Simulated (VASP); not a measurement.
# KTaO3 in VASP: further runs, part 2 of 2

VASP 6.6.1. Earlier steps stand in the parts before.

### Step 3. Electric field gradients, LDA (zz strain of -1 %)

Contents of INCAR:

```
ALGO = Normal ; EDIFF = 1E-8
ENCUT = 520 ; GGA = CA
GGA_COMPAT = F ; ISIF = 2
ISMEAR = -1 ; LASPH = T
LCHARG = F ; LEFG = T
LREAL = F ; LWAVE = F
NBANDS = 28 ; NELM = 120
PREC = Accurate ; SIGMA = 0.01
```

Contents of KPOINTS:

```
k-points
0
Gamma
  5 5 5
```

Contents of POSCAR:

```
KTaO3
1.0
    3.9883000000      0.0000000000      0.0000000000
    0.0000000000      3.9883000000      0.0000000000
    0.0000000000      0.0000000000      3.9484170000
K Ta O
1 1 3
Direct
    0.5000000000      0.5000000000      0.5000000000
    0.0000000000      0.0000000000      0.0000000000
    0.5000000000      0.0000000000      0.0000000000
    0.0000000000      0.5000000000      0.0000000000
    0.0000000000      0.0000000000      0.5000000000
```

Potentials or basis: VASP PAW LDA potentials, release 64 (K_sv, Ta_sv_GW, O).

Command:

```console
> cat potpaw_LDA.64/K_sv/POTCAR potpaw_LDA.64/Ta_sv_GW/POTCAR potpaw_LDA.64/O/POTCAR > POTCAR
> mpirun -np 1 vasp_std > vasp.out
```

OUTCAR:

```text
EDIFF = 1E-8
   ENCUT = 520
   GGA = CA
   ISIF = 2
   ISMEAR = -1
   LASPH = T
   LREAL = F
   NELM = 120
   PREC = Accurate

 ion  position               nearest neighbor table
   1  0.500  0.500  0.500-   3 2.81   4 2.81   3 2.81   4 2.81   3 2.81   3 2.81   4 2.81   4 2.81
                             5 2.82   5 2.82   5 2.82   5 2.82   2 3.44   2 3.44   2 3.44   2 3.44
   2  0.000  0.000  0.000-   5 1.97   5 1.97   3 1.99   4 1.99   4 1.99   3 1.99   1 3.44   1 3.44
                             1 3.44   1 3.44   1 3.44   1 3.44   1 3.44   1 3.44
   3  0.500  0.000  0.000-   2 1.99   2 1.99   1 2.81   1 2.81   1 2.81   1 2.81
   4  0.000  0.500  0.000-   2 1.99   2 1.99   1 2.81   1 2.81   1 2.81   1 2.81
   5  0.000  0.000  0.500-   2 1.97   2 1.97   1 2.82   1 2.82   1 2.82   1 2.82

  LATTYP: Found a simple tetragonal cell.
 ALAT       =     3.9883000000
 C/A-ratio  =     0.9900000000

  Lattice vectors:

 A1 = (   3.9883000000,   0.0000000000,   0.0000000000)
 A2 = (   0.0000000000,   3.9883000000,   0.0000000000)
 A3 = (   0.0000000000,   0.0000000000,   3.9484170000)

Analysis of symmetry for initial positions (statically):
=====================================================================
 Subroutine PRICEL returns:
 Original cell was already a primitive cell.

 Routine SETGRP: Setting up the symmetry group for a
 simple tetragonal supercell.

 Subroutine GETGRP returns: Found 16 space group operations
 (whereof 16 operations were pure point group operations)
 out of a pool of 16 trial point group operations.

The static configuration has the point symmetry D_4h.

Analysis of symmetry for dynamics (positions and initial velocities):
=====================================================================
 Subroutine PRICEL returns:
 Original cell was already a primitive cell.

 Routine SETGRP: Setting up the symmetry group for a
 simple tetragonal supercell.

 Subroutine GETGRP returns: Found 16 space group operations
 (whereof 16 operations were pure point group operations)
 out of a pool of 16 trial point group operations.

The dynamic configuration has the point symmetry D_4h.

 Subroutine INISYM returns: Found 16 space group operations
 (whereof 16 operations are pure point group operations),
 and found     1 'primitive' translations

----------------------------------------------------------------------------------------

                                     Primitive cell

  volume of cell :      62.8056

  direct lattice vectors                    reciprocal lattice vectors
     3.988300000  0.000000000  0.000000000     0.250733395  0.000000000  0.000000000
     0.000000000  3.988300000  0.000000000     0.000000000  0.250733395  0.000000000
     0.000000000  0.000000000  3.948417000     0.000000000  0.000000000  0.253266056

  length of vectors
     3.988300000  3.988300000  3.948417000     0.250733395  0.250733395  0.253266056

  position of ions in fractional coordinates (direct lattice)
     0.500000000  0.500000000  0.500000000
     0.000000000  0.000000000  0.000000000
     0.500000000  0.000000000  0.000000000
     0.000000000  0.500000000  0.000000000
     0.000000000  0.000000000  0.500000000

  ion indices of the primitive-cell ions
[... 93 lines left out ...]
  Fermi-wavevector in a.u.,A,eV,Ry     =   1.408517  2.661710 26.992854  1.983919
  Thomas-Fermi vector in A             =   2.530666
   LORBIT       =      0    0 simple, 1 ext, 2 COOP (PROOUT), +10 PAW based schemes
   GGA     = CA    functional components
   LHFCALC =     F    Hartree Fock is set to
   AEXX    =    0.0000 exact exchange contribution
   IVDW    =     0    specifies the selected vdW correction
   LEPSILON=     F    determine dielectric tensor
   LRPA    =     F    only Hartree local field effects (RPA)
 non-spin polarized calculation
  energy-cutoff  :      520.00
  volume of cell :       62.81
 maximum number of plane-waves:      1727
 NGX is ok and might be reduce to    30
   NGX = 15   NGY = 15   NGZ = 15

 number of electron      39.9999983 magnetization

 Free energy of the ion-electron system (eV)
  ---------------------------------------------------
  ext. energy  EPLUGINS =         0.00000000
  ---------------------------------------------------
  free energy    TOTEN  =       -47.59234844 eV

  energy without entropy =      -47.59234844  energy(sigma->0) =      -47.59234844

 E-fermi :   3.0632     XC(G=0): -11.6149

 val. band max:        2.8463609823   @ k =   0.4000   0.4000   0.4000
 cond. band min:       5.0179134166   @ k =   0.0000   0.0000   0.0000
 fundamental gap:      2.1715524344
 Fermi energy:         3.0632264810

 k-point     1 :       0.0000    0.0000    0.0000
  band No.  band energies     occupation
      1     -64.1025      2.00000
      2     -30.8554      2.00000
      3     -30.8351      2.00000
      4     -30.8351      2.00000
      5     -23.8985      2.00000
      6     -14.3276      2.00000
[... 547 lines left out ...]
     27      13.9621      0.00000
     28      14.6458      0.00000

------------------------ aborting loop because EDIFF is reached ----------------------------------------

  FORCE on cell =-STRESS in cart. coord.  units (eV):
  Direction    XX          YY          ZZ          XY          YZ          ZX
  --------------------------------------------------------------------------------------
  -------------------------------------------------------------------------------------
  Total       -1.6195461     -1.6195461     -0.0707120      0.0000000     -0.0000000      0.0000000
  in kB      -41.3147616    -41.3147616     -1.8038704      0.0000000     -0.0000000      0.0000000
  external PRESSURE =     -28.1444646 kB  Pullay stress =       0.0000000 kB

 VOLUME and BASIS-vectors are now :
 -----------------------------------------------------------------------------
  energy-cutoff  :      520.00
  volume of cell :       62.81
      direct lattice vectors                 reciprocal lattice vectors
     3.988300000  0.000000000  0.000000000     0.250733395  0.000000000  0.000000000
     0.000000000  3.988300000  0.000000000     0.000000000  0.250733395  0.000000000
     0.000000000  0.000000000  3.948417000     0.000000000  0.000000000  0.253266056

 POSITION                                       TOTAL-FORCE (eV/Angst)
 -----------------------------------------------------------------------------------
      1.99415      1.99415      1.97421         0.000000      0.000000      0.000000
      0.00000      0.00000      0.00000         0.000000      0.000000      0.000000
      1.99415      0.00000      0.00000         0.000000      0.000000      0.000000
      0.00000      1.99415      0.00000         0.000000      0.000000      0.000000
      0.00000      0.00000      1.97421         0.000000      0.000000      0.000000
 -----------------------------------------------------------------------------------
    total drift:                                0.000000     -0.000000      0.000000

  FREE ENERGIE OF THE ION-ELECTRON SYSTEM (eV)
  ---------------------------------------------------
  free  energy   TOTEN  =       -47.5923484441 eV

  energy  without entropy=      -47.5923484441  energy(sigma->0) =      -47.59234844

 Electric field gradients (V/A^2)
---------------------------------------------------------------------
 ion       V_xx      V_yy      V_zz      V_xy      V_xz      V_yz
---------------------------------------------------------------------
   1       0.517     0.517    -1.035     0.000    -0.000     0.000
   2      30.471    30.471   -60.942     0.000    -0.000     0.000
   3      14.795    -6.099    -8.696    -0.000    -0.000     0.000
   4      -6.099    14.795    -8.696     0.000    -0.000    -0.000
   5      -4.297    -4.297     8.593    -0.000    -0.000     0.000
---------------------------------------------------------------------

 Electric field gradients after diagonalization (V/A^2)
 (convention: |V_zz| > |V_xx| > |V_yy|)
----------------------------------------------------------------------
 ion       V_xx      V_yy      V_zz     asymmetry (V_yy - V_xx)/ V_zz
----------------------------------------------------------------------
   1       0.517     0.517    -1.035       0.000
   2      30.471    30.471   -60.942       0.000
   3      -8.696    -6.099    14.795       0.176
   4      -8.696    -6.099    14.795       0.176
   5      -4.297    -4.297     8.593       0.000
----------------------------------------------------------------------

           NMR quadrupolar parameters

 Cq : quadrupolar parameter    Cq=e*Q*V_zz/h
 eta: asymmetry parameters     (V_yy - V_xx)/ V_zz
 Q  : nuclear electric quadrupole moment in mb (millibarn)
----------------------------------------------------------------------
 ion       Cq(MHz)       eta       Q (mb)
----------------------------------------------------------------------
   1      -0.003       0.000       1.000
   2      -0.147       0.000       1.000
   3       0.036       0.176       1.000
   4       0.036       0.176       1.000
   5       0.021       0.000       1.000
----------------------------------------------------------------------
```

OSZICAR:

```text
N       E                     dE             d eps       ncg     rms          rms(c)
DAV:   1     0.334513022440E+03    0.33451E+03   -0.22415E+04  1008   0.143E+03
DAV:   2    -0.368540079179E+02   -0.37137E+03   -0.35916E+03  1256   0.390E+02
DAV:   3    -0.570307739818E+02   -0.20177E+02   -0.20084E+02  1424   0.933E+01
[... 13 lines left out ...]
DAV:  17    -0.475923554397E+02    0.77589E-04   -0.19222E-04  1444   0.817E-02    0.499E-01
DAV:  18    -0.475923490864E+02    0.63533E-05   -0.25150E-05  1520   0.274E-02    0.197E-01
DAV:  19    -0.475923484764E+02    0.61000E-06   -0.29768E-06  1364   0.976E-03    0.729E-02
DAV:  20    -0.475923484455E+02    0.30881E-07   -0.13990E-07  1580   0.227E-03    0.163E-02
DAV:  21    -0.475923484441E+02    0.14152E-08   -0.10546E-08   912   0.580E-04
   1 F= -.47592348E+02 E0= -.47592348E+02  d E =-.112880E-10
```

stdout:

```text
POSCAR found type information on POSCAR K TaO
 POSCAR found :  3 types and       5 ions
 scaLAPACK will be used
 LDA part: xc-table for (Slater(with rela. corr.)+CA(PZ))
 , standard interpolation
 POSCAR, INCAR and KPOINTS ok, starting setup
 FFT: planning ... GRIDC
 FFT: planning ... GRID_SOFT
 FFT: planning ... GRID
 WAVECAR not read
 entering main loop
ion   1

ion   2

ion   3

ion   4

ion   5
```

Wall time 39 s (1 thread of Intel Xeon Platinum 8375C at 2.90GHz (Ice Lake), shared host); peak memory 0.17 GiB.

Results:

- Free energy: -47.5923 eV
- Pressure: -2.8 GPa
- Band gap on the k mesh: 2.17 eV (least direct gap 2.66 eV)
- Largest electric field gradient by atom: K -1.0; Ta -60.9; O +14.8, +8.6 (each value once) V/Å²

Stress tensor (GPa, compression positive):
```
-4.13  0.00  0.00
 0.00 -4.13  0.00
 0.00  0.00 -0.18
```

Electric field gradients, principal values (V/Å²):
| atom | least | middle | greatest (by size) |
| --- | --- | --- | --- |
| 1 K | 0.517 | 0.517 | -1.035 |
| 2 Ta | 30.471 | 30.471 | -60.942 |
| 3 O | -6.099 | -8.696 | 14.795 |
| 4 O | -6.099 | -8.696 | 14.795 |
| 5 O | -4.297 | -4.297 | 8.593 |

Caveat: the cell differs from its parent crystal (zz strain of -1 %); without QUAD_EFG the Cq values of the log hold for a quadrupole moment of 1 mb, not for the nuclei; spin-orbit coupling is left out, which moves the levels of the heavy elements. A k mesh can miss the band edges.
